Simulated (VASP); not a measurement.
Crystal: AlSbSe3.

```xyz
10
Lattice="6.9324 0.0000 0.0000 -3.4662 6.0036 0.0000 0.0000 0.0000 5.9227" Properties=species:S:1:pos:R:3 pbc="T T T"
Al    0.0000    4.0024    4.4420
Al    3.4662    2.0012    1.4807
Sb    0.0000    0.0000    2.9613
Sb    0.0000    0.0000    0.0000
Se    0.0000    1.7531    1.4807
Se    5.4142    0.8765    4.4420
Se    3.4662    4.2506    4.4420
Se   -1.9480    5.1271    1.4807
Se    1.9480    5.1271    1.4807
Se    1.5182    0.8765    4.4420
```

- Program: VASP 6.6.1
- Task: relaxation of cell and atoms
- Functional: PBE
- Potentials or basis: VASP PAW PBE potentials, release 64 (Al, Sb, Se)
- Cutoff: 600 eV
- k mesh: 3 × 3 × 4
- Occupations: gaussian, width 0.1 eV
- Spin: no spin polarisation

At the start: pressure 38.0 GPa; volume 24.65 Å³/atom.

Where does the relaxation end?

Over 19 steps the energy falls by 1246.9 meV/atom and the volume is 27.50 Å³/atom (+11.6 %); space group P6_3/mmc (No. 194, to 0.1 Å) before and after.

Step by step:
```csv
step,energy change (eV),largest force (eV/Å),pressure (GPa),volume (Å³)
1,0.0000,10.4195,38.03,246.50
2,-2.7880,1.0528,-6.34,518.81
3,-11.3548,0.4674,-3.71,340.84
4,-11.5653,0.2418,-2.81,331.91
5,-11.7100,0.4202,-0.28,314.31
6,-11.7168,0.2706,-0.85,317.56
7,-11.7158,0.3396,-0.59,316.02
8,-11.8632,0.4507,-0.44,310.68
9,-11.9902,0.7249,0.15,299.94
10,-12.1208,0.5587,-0.36,297.43
11,-12.3713,0.1368,-1.39,289.85
12,-11.5465,1.4942,0.43,274.44
13,-12.3963,0.0887,-1.37,288.11
14,-12.3755,0.3749,-1.52,283.53
15,-12.4110,0.0202,-1.44,286.65
16,-12.4242,0.1446,0.97,268.05
17,-12.4584,0.0602,-0.21,276.18
18,-12.4684,0.0101,-0.04,275.27
19,-12.4691,0.0293,0.02,274.99
```

Final structure:
```yaml
crystal:
  lattice:
    - [6.82366, 0.00000, 0.00000]
    - [-3.41183, 5.90946, 0.00000]
    - [0.00000, 0.00000, 6.81941]
  atoms:
    - { symbol: Al, position: [0.33333, 0.66667, 0.75000] }
    - { symbol: Al, position: [0.66667, 0.33333, 0.25000] }
    - { symbol: Sb, position: [0.00000, 0.00000, 0.50000] }
    - { symbol: Sb, position: [0.00000, 0.00000, 0.00000] }
    - { symbol: Se, position: [0.18376, 0.36752, 0.25000] }
    - { symbol: Se, position: [0.81624, 0.18376, 0.75000] }
    - { symbol: Se, position: [0.81624, 0.63248, 0.75000] }
    - { symbol: Se, position: [0.18376, 0.81624, 0.25000] }
    - { symbol: Se, position: [0.63248, 0.81624, 0.25000] }
    - { symbol: Se, position: [0.36752, 0.18376, 0.75000] }
```

Caveat: a cell axis changed by over 15 % at a fixed basis, so the end point is rough.
